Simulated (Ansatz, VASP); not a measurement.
Fe: VASP beside Ansatz

The input INCAR:

```
PREC     = Accurate       # precision mode
ENCUT    = 520            # plane-wave cutoff, eV
EDIFF    = 1E-8           # SCF threshold, eV
ISMEAR   = -1             # smearing method
SIGMA    = 0.08           # smearing width, eV
LREAL    = F              # projectors in reciprocal space
LASPH    = T              # aspherical terms in the spheres
NELM     = 120            # most SCF steps
ALGO     = Normal         # electronic algorithm
ISIF     = 2              # what is computed and relaxed
LWAVE    = F              # write WAVECAR
LCHARG   = F              # write CHGCAR
GGA      = PE             # functional
LEFG     = T            
NBANDS   = 23             # bands
GGA_COMPAT= F
```

KPOINTS

```
regular mesh
0
Gamma
  17 17 10
```

Contents of POSCAR:

```
Fe
1.0
    2.4012595311      0.0000000000      0.0000000000
   -1.2006297656      2.0795517550      0.0000000000
    0.0000000000      0.0000000000      3.7900100715
Fe
2
Direct
    0.3333333333      0.6666666667      0.2500000000
    0.6666666667      0.3333333333      0.7500000000
```

Input for Ansatz:

```yaml
crystal:
  lattice:
    - [2.4012595311, 0.0, 0.0]
    - [-1.2006297656, 2.079551755, 0.0]
    - [0.0, 0.0, 3.7900100715]
  atoms:
    - { symbol: Fe, position: [0.3333333333, 0.6666666667, 0.25] }
    - { symbol: Fe, position: [0.6666666667, 0.3333333333, 0.75] }
kpoints:
  mp_grid: { grid: [17, 17, 10] }
scf:
  occupations: { method: fermi_dirac, width: 0.08 }
hamiltonian:
  xc: pbe
  pseudopotentials: { kind: paw }
output:
  forces: true
  stress: true
  eigenvalues: true
  efg: { contact_densities: true }
```

Change from the starting cell: volume scaled by 0.96, PAW files.

Alike in both runs: task electric field gradients; functional PBE; k mesh 17 × 17 × 10; occupations fermi-dirac, width 0.08 eV; no spin polarisation.

|  | VASP | Ansatz |
| --- | --- | --- |
| version | VASP 6.6.1 | Ansatz 0.2.0 |
| potentials or method | VASP PAW PBE potentials, release 64 (Fe_sv) | PAW with Ansatz's default frozen-core files, scalar-relativistic |
| plane-wave cutoff (eV) | 520 | 420 |
| valence electrons in the cell | 32 | 32 |

```csv
,VASP,Ansatz,Ansatz less VASP
pressure (GPa),21.7,26.1,+4.37
"traceless stress, the component that is largest in VASP (GPa)",1.38,1.39,+0.006
size of Vzz on the site where it differs most (V/Å²),5.5,4.1,-1.42
```

With one functional, cell and mesh, what is left measures potentials, basis and numerics.
